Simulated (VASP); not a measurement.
# Zn (P6_3/mmc) in VASP: further runs

Runs on Zn. Level: PBEsol. Tasks: single point.

Program: VASP 6.6.1. These are calculated values, not measurements. Logs are shortened: lines on timing, memory, paths and dates and some standing lists are left out, and cuts for length are marked.

## 1. The cell of the first run

Symmetry: P6_3/mmc, No. 194, hexagonal system. Conventional cell: a = 2.670 Å, b = 2.670 Å, c = 4.966 Å, α = 90.00°, β = 90.00°, γ = 120.00°. Zn (site symmetry -6m2) has 12 Zn at 2.67 to 2.92 Å within 3.5 Å.

## 2. Single point, PBEsol

INCAR reads:

```
  PREC = Accurate
  ENCUT = 520
  EDIFF = 1E-6
  ISMEAR = 0
  SIGMA = 0.1
  LREAL = F
  LASPH = T
  NELM = 60
  ALGO = Normal
  ISIF = 2
  LWAVE = F
  LCHARG = F
  GGA = PS
  NBANDS = 19
```

KPOINTS reads:

```
regular mesh
0
Gamma
  9 9 4
```

POSCAR reads:

```
Zn
1.0
    2.6700000000      0.0000000000      0.0000000000
   -1.3350000000      2.3122878281      0.0000000000
    0.0000000000      0.0000000000      4.9660000000
Zn
2
Direct
    0.3333333333      0.6666666667      0.2500000000
    0.6666666667      0.3333333333      0.7500000000
```

Potentials or basis: VASP PAW PBE potentials, release 64 (Zn).

Started as:

```sh
cat potpaw_PBE.64/Zn/POTCAR > POTCAR
mpirun -np 1 vasp_std > vasp.out
```

OUTCAR:

```text
PREC = Accurate
   ENCUT = 520
   EDIFF = 1E-6
   ISMEAR = 0
   LREAL = F
   LASPH = T
   NELM = 60
   ISIF = 2
   GGA = PS

 ion  position               nearest neighbor table
   1  0.333  0.667  0.250-   2 2.92   2 2.92   2 2.92   2 2.92   2 2.92   2 2.92
   2  0.667  0.333  0.750-   1 2.92   1 2.92   1 2.92   1 2.92   1 2.92   1 2.92

  LATTYP: Found a hexagonal cell.
 ALAT       =     2.6700000000
 C/A-ratio  =     1.8599250936

  Lattice vectors:

 A1 = (   2.6700000000,   0.0000000000,   0.0000000000)
 A2 = (  -1.3350000000,   2.3122878281,   0.0000000000)
 A3 = (   0.0000000000,   0.0000000000,   4.9660000000)

Analysis of symmetry for initial positions (statically):
=====================================================================
 Subroutine PRICEL returns:
 Original cell was already a primitive cell.

 Routine SETGRP: Setting up the symmetry group for a
 hexagonal supercell.

 Subroutine GETGRP returns: Found 24 space group operations
 (whereof 12 operations were pure point group operations)
 out of a pool of 24 trial point group operations.

The static configuration has the point symmetry D_3d.
 The point group associated with its full space group is D_6h.

Analysis of symmetry for dynamics (positions and initial velocities):
=====================================================================
 Subroutine PRICEL returns:
 Original cell was already a primitive cell.

 Routine SETGRP: Setting up the symmetry group for a
 hexagonal supercell.

 Subroutine GETGRP returns: Found 24 space group operations
 (whereof 12 operations were pure point group operations)
 out of a pool of 24 trial point group operations.

The dynamic configuration has the point symmetry D_3d.
 The point group associated with its full space group is D_6h.

 Subroutine INISYM returns: Found 24 space group operations
 (whereof 12 operations are pure point group operations),
 and found     1 'primitive' translations

----------------------------------------------------------------------------------------

                                     Primitive cell

  volume of cell :      30.6591

  direct lattice vectors                    reciprocal lattice vectors
     2.670000000  0.000000000  0.000000000     0.374531835  0.216236056  0.000000000
    -1.335000000  2.312287828  0.000000000     0.000000000  0.432472112  0.000000000
     0.000000000  0.000000000  4.966000000     0.000000000  0.000000000  0.201369311

  length of vectors
     2.670000000  2.670000000  4.966000000     0.432472112  0.432472112  0.201369311

  position of ions in fractional coordinates (direct lattice)
     0.333333333  0.666666667  0.250000000
     0.666666667  0.333333333  0.750000000

  ion indices of the primitive-cell ions
   primitive index   ion index
                 1           1
                 2           2

----------------------------------------------------------------------------------------

 KPOINTS: regular mesh

Automatic generation of k-mesh.
 Grid dimensions read from file:
 generate k-points for:    9    9    4

 Generating k-lattice:

  Cartesian coordinates                     Fractional coordinates (reciprocal lattice)
     0.041614648  0.024026228  0.000000000     0.111111111  0.000000000  0.000000000
     0.000000000  0.048052457  0.000000000     0.000000000  0.111111111  0.000000000
     0.000000000  0.000000000  0.050342328     0.000000000  0.000000000  0.250000000

  Length of vectors
     0.048052457  0.048052457  0.050342328

  Shift w.r.t. Gamma in fractional coordinates (k-lattice)
     0.000000000  0.000000000  0.000000000

 Subroutine IBZKPT returns following result:
 ===========================================

 Found     36 irreducible k-points:

 Following reciprocal coordinates:
            Coordinates               Weight
  0.000000  0.000000  0.000000      1.000000
  0.111111  0.000000  0.000000      6.000000
  0.222222  0.000000  0.000000      6.000000
  0.333333  0.000000  0.000000      6.000000
  0.444444  0.000000  0.000000      6.000000
  0.111111  0.111111  0.000000      6.000000
[... 16 lines left out ...]
  0.333333  0.222222  0.250000     24.000000
  0.333333  0.333333  0.250000      4.000000
 [... further k-points ...]
   k-points           NKPTS =     36   k-points in BZ     NKDIM =     36   number of bands    NBANDS=     19
   number of dos      NEDOS =    301   number of ions     NIONS =      2
   total plane-waves  NPLWV =  16000
   dimension x,y,z NGX =    20 NGY =   20 NGZ =   40
   dimension x,y,z NGXF=    40 NGYF=   40 NGZF=   80
   ions per type =               2
   NGX,Y,Z   is equivalent  to a cutoff of  12.45, 12.45, 13.39 a.u.
   NGXF,Y,Z  is equivalent  to a cutoff of  24.91, 24.91, 26.78 a.u.
 SYSTEM =  unknown system
   PREC   = accura    normal or accurate (medium, high low for compatibility)
   ISTART =      0    job   : 0-new  1-cont  2-samecut
   ICHARG =      2    charge: 1-file 2-atom 10-const
   ISPIN  =      1    spin polarized calculation?
   LNONCOLLINEAR =      F non collinear calculations
   LSORBIT =      F    spin-orbit coupling
   LASPH  =      T    aspherical Exc in radial PAW
   ENCUT  =  520.0 eV  38.22 Ry    6.18 a.u.   4.96  4.96  9.23*2*pi/ulx,y,z
   NELM   =     60;   NELMIN=  2; NELMDL= -5     # of ELM steps
   EDIFF  = 0.1E-05   stopping-criterion for ELM
   LREAL  =      F    real-space projection
   EDIFFG = 0.1E-04   stopping-criterion for IOM
   NSW    =      0    number of steps for IOM
   IBRION =     -1    ionic relax: 0-MD 1-quasi-New 2-CG
   NFREE  =      0    steps in history (QN), initial steepest desc. (CG)
   ISIF   =      2    stress and relaxation
   ISYM   =      2    0-nonsym 1-usesym 2-fastsym
   POTIM  = 0.5000    time-step for ionic-motion
   TEBEG  =    0.0;   TEEND  =   0.0 temperature during run
   PSTRESS=    0.0 pullay stress
   NELECT =      24.0000    total number of electrons
   NUPDOWN=      -1.0000    fix difference up-down
   EMIN   =  10.00;   EMAX   =-10.00  energy-range for DOS
   EFERMI =   0.00;   METHOD = LEGACY
   ISMEAR =     0;   SIGMA  =   0.10  broadening in eV -4-tet -1-fermi 0-gaus
   EFERMI_NEDOS =   21; number of points for ismear=-14 and -15
   IALGO  =     38    algorithm
   IMIX   =      4    mixing-type and parameters
     AMIX     =   0.40;   BMIX     =  1.00
     AMIX_MAG =   1.60;   BMIX_MAG =  1.00
  volume/ion in A,a.u.               =      15.33       103.45
  Fermi-wavevector in a.u.,A,eV,Ry     =   1.508778  2.851177 30.972445  2.276410
  Thomas-Fermi vector in A             =   2.619187
   LORBIT       =      0    0 simple, 1 ext, 2 COOP (PROOUT), +10 PAW based schemes
   GGA     = PS    functional components
   LHFCALC =     F    Hartree Fock is set to
   AEXX    =    0.0000 exact exchange contribution
   IVDW    =     0    specifies the selected vdW correction
   LEPSILON=     F    determine dielectric tensor
   LRPA    =     F    only Hartree local field effects (RPA)
 non-spin polarized calculation
 Gauss-broadening in eV      SIGMA  =   0.10
  energy-cutoff  :      520.00
  volume of cell :       30.66
 maximum number of plane-waves:       855
 NGX is ok and might be reduce to    20
   NGX =  9   NGY =  9   NGZ = 19

 number of electron      24.0000011 magnetization

 Free energy of the ion-electron system (eV)
  ---------------------------------------------------
  ext. energy  EPLUGINS =         0.00000000
  ---------------------------------------------------
  free energy    TOTEN  =        -3.08326638 eV

  energy without entropy =       -3.07419183  energy(sigma->0) =       -3.07872911

 E-fermi :   3.1293     XC(G=0): -11.6594

 val. band max:        3.1220449569   @ k =   0.0000   0.0000   0.2500
 cond. band min:       3.1647113960   @ k =   0.4444   0.1111   0.5000
 fundamental gap:      0.0426664391
 Fermi energy:         3.1292522259

 k-point     1 :       0.0000    0.0000    0.0000
  band No.  band energies     occupation
      1      -7.4712      2.00000
      2      -5.6747      2.00000
      3      -4.9796      2.00000
      4      -4.7495      2.00000
      5      -4.7495      2.00000
      6      -4.7005      2.00000
[... 11 lines left out ...]
     18      21.8597      0.00000
     19      21.8606      0.00000

 k-point     2 :       0.1111    0.0000    0.0000
  band No.  band energies     occupation
      1      -7.1093      2.00000
      2      -5.5250      2.00000
      3      -4.9482      2.00000
      4      -4.7794      2.00000
      5      -4.7309      2.00000
      6      -4.6659      2.00000
[... 11 lines left out ...]
     18      20.3857      0.00000
     19      21.8634      0.00000

 k-point     3 :       0.2222    0.0000    0.0000
  band No.  band energies     occupation
      1      -6.1215      2.00000
      2      -5.2858      2.00000
      3      -4.8915      2.00000
      4      -4.8172      2.00000
      5      -4.7835      2.00000
      6      -4.5999      2.00000
[... 11 lines left out ...]
     18      18.5062      0.00000
     19      18.7429      0.00000

 k-point     4 :       0.3333    0.0000    0.0000
  band No.  band energies     occupation
      1      -5.4381      2.00000
      2      -5.3272      2.00000
      3      -5.0694      2.00000
      4      -4.7362      2.00000
      5      -4.6549      2.00000
      6      -4.5505      2.00000
[... 11 lines left out ...]
     18      17.6076      0.00000
     19      19.2577      0.00000

 k-point     5 :       0.4444    0.0000    0.0000
  band No.  band energies     occupation
      1      -5.4667      2.00000
      2      -5.3839      2.00000
      3      -5.2154      2.00000
      4      -4.7471      2.00000
      5      -4.6120      2.00000
      6      -4.5964      2.00000
[... 11 lines left out ...]
     18      17.1619      0.00000
     19      18.3197      0.00000
[... 334 lines left out ...]
      2      -5.3555      2.00000
      3      -5.1135      2.00000
      4      -4.9674      2.00000
      5      -4.6417      2.00000
      6      -4.4181      2.00000
[... 11 lines left out ...]
     18      13.7686      0.00000
     19      18.9437      0.00000

 k-point    22 :       0.2222    0.2222    0.2500
  band No.  band energies     occupation
      1      -5.1323      2.00000
      2      -5.0468      2.00000
      3      -5.0279      2.00000
      4      -4.9186      2.00000
      5      -4.7593      2.00000
      6      -4.6388      2.00000
[... 11 lines left out ...]
     18      15.0232      0.00000
     19      17.2186      0.00000

 k-point    23 :       0.3333    0.2222    0.2500
  band No.  band energies     occupation
      1      -5.1754      2.00000
      2      -5.0929      2.00000
      3      -4.9580      2.00000
      4      -4.9149      2.00000
      5      -4.7861      2.00000
      6      -4.5312      2.00000
[... 11 lines left out ...]
     18      12.9418      0.00000
     19      16.0379      0.00000

 k-point    24 :       0.3333    0.3333    0.2500
  band No.  band energies     occupation
      1      -5.0291      2.00000
      2      -4.9643      2.00000
      3      -4.9643      2.00000
      4      -4.8338      2.00000
      5      -4.7342      2.00000
      6      -4.7342      2.00000
[... 11 lines left out ...]
     18      12.2322      0.00000
     19      13.6324      0.00000

 [... further k-points ...]
[... 5 lines left out ...]
  --------------------------------------------------------------------------------------
  -------------------------------------------------------------------------------------
  Total       -1.0511448     -1.0511448     -1.0141310     -0.0000000      0.0000000      0.0000000
  in kB      -54.9304608    -54.9304608    -52.9962058     -0.0000000      0.0000000      0.0000000
  external PRESSURE =     -54.2857091 kB  Pullay stress =       0.0000000 kB

 VOLUME and BASIS-vectors are now :
 -----------------------------------------------------------------------------
  energy-cutoff  :      520.00
  volume of cell :       30.66
      direct lattice vectors                 reciprocal lattice vectors
     2.670000000  0.000000000  0.000000000     0.374531835  0.216236056  0.000000000
    -1.335000000  2.312287828  0.000000000     0.000000000  0.432472112  0.000000000
     0.000000000  0.000000000  4.966000000     0.000000000  0.000000000  0.201369311

 POSITION                                       TOTAL-FORCE (eV/Angst)
 -----------------------------------------------------------------------------------
     -0.00000      1.54153      1.24150         0.000000     -0.000000     -0.000000
      1.33500      0.77076      3.72450        -0.000000      0.000000      0.000000
 -----------------------------------------------------------------------------------
    total drift:                               -0.000000      0.000000      0.000000

  FREE ENERGIE OF THE ION-ELECTRON SYSTEM (eV)
  ---------------------------------------------------
  free  energy   TOTEN  =        -3.0832663819 eV

  energy  without entropy=       -3.0741918340  energy(sigma->0) =       -3.07872911
```

It took 10 s on 1 thread of Intel Xeon Platinum 8488C (Sapphire Rapids), shared host; peak memory 0.14 GiB.

What came out:

| Quantity | Value |
| --- | --- |
| Free energy | -3.0833 eV |
| Pressure | -5.4 GPa |
| Band gap on the k mesh | zero (band 12 reaches 3.83 eV, above the bottom of band 13 at -0.18 eV) |

Stress tensor (GPa, compression positive):
```
-5.49  0.00  0.00
 0.00 -5.49  0.00
 0.00  0.00 -5.30
```

Caveat: the PAW data sets were made with another functional, which shifts forces and pressure a little.

## 3. Single point, PBEsol

This run uses another cell than the first one, of 14.25 Å³/atom, 0.929 times its volume.

INCAR reads:

```
ALGO = Fast
EDIFF = 1E-6
ENCUT = 520
GGA = PS
ISIF = 2
ISMEAR = 0
LASPH = True
LCHARG = False
LREAL = False
LWAVE = False
NBANDS = 19
NELM = 80
PREC = Accurate
SIGMA = 0.1
```

KPOINTS reads:

```
k-points
0
Gamma
  18 18 8
```

POSCAR reads:

```
Zn
1.0
    2.5926808029      0.0000000000      0.0000000000
   -1.2963404015      2.2453274392      0.0000000000
    0.0000000000      0.0000000000      4.8950670019
Zn
2
Direct
    0.3333333333      0.6666666667      0.2500000000
    0.6666666667      0.3333333333      0.7500000000
```

Potentials or basis: VASP PAW PBE potentials, release 64 (Zn).

Started as:

```sh
cat potpaw_PBE.64/Zn/POTCAR > POTCAR
mpirun -np 1 vasp_std > vasp.out
```

Run time: 52 s. Hardware: 1 thread of Intel Xeon Platinum 8488C (Sapphire Rapids), shared host; peak memory 0.19 GiB.

It converged, with:

```
Free energy            : -3.1721 eV
Pressure               : 0.9 GPa
Band gap on the k mesh : zero (band 12 reaches 5.14 eV, above the bottom of band 13 at 0.23 eV)
```

Stress tensor (GPa, compression positive):
```
1.03 0.00 0.00
0.00 1.03 0.00
0.00 0.00 0.75
```

Levels at points of the mesh, in eV from the Fermi level:
| k point | band 8 | band 9 | band 10 | band 11 | band 12 | band 13 | band 14 | band 15 | band 16 | band 17 |
| --- | --- | --- | --- | --- | --- | --- | --- | --- | --- | --- |
| (0.00, 0.00, 0.00) | -7.51 | -7.51 | -7.29 | -7.29 | -4.19 | -3.30 | 13.49 | 17.33 | 18.52 | 18.52 |
| (0.50, 0.00, 0.00) | -7.32 | -7.08 | -7.06 | -3.12 | -2.25 | 2.55 | 3.48 | 4.28 | 5.71 | 10.67 |
| (0.00, 0.00, 0.50) | -7.96 | -7.38 | -7.38 | -7.38 | -7.38 | 4.34 | 4.34 | 19.86 | 19.86 | 19.86 |
| (0.50, 0.00, 0.50) | -7.33 | -7.07 | -7.07 | -2.18 | -2.18 | 0.21 | 0.21 | 10.21 | 10.21 | 12.54 |

Caveat: the PAW data sets were made with another functional, which shifts forces and pressure a little.

[end of part 1 of 2]
